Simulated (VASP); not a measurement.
The system is ZrB.

```
Zr B
1.0
     0.00000    2.29358    2.29358
     2.29358    0.00000    2.29358
     2.29358    2.29358    0.00000
Zr B
1 1
Direct
  0.00000 0.00000 0.00000
  0.50000 0.50000 0.50000
```

Program: VASP 6.6.1. Alike in all runs: task single point; no spin polarisation; cell as given; cutoff (eV) 520.

Order these runs on this cell by their pressure, lowest first.
A. level r2SCAN+rVV10; potentials or basis VASP PAW PBE potentials, release 64 (Zr_sv, B); k mesh 10 × 10 × 10; smearing methfessel-paxton 0.05 eV
B. level PBE0; potentials or basis VASP PAW PBE potentials, release 64 (Zr_sv, B); k mesh 6 × 6 × 6; smearing fermi-dirac 0.05 eV; grid for exact exchange (PRECFOCK) Normal
C. level LDA; potentials or basis VASP PAW LDA potentials, release 64 (Zr_sv, B); k mesh 10 × 10 × 10; smearing fermi-dirac 0.05 eV
D. level PBEsol; potentials or basis VASP PAW PBE potentials, release 64 (Zr_sv, B); k mesh 10 × 10 × 10; smearing fermi-dirac 0.05 eV

C (37.3 GPa), D (41.5 GPa), B (46.5 GPa), A (48.3 GPa).

Caveats: some runs use coarse meshes; the PAW data sets were made with another functional, which shifts forces and pressure a little (some runs).
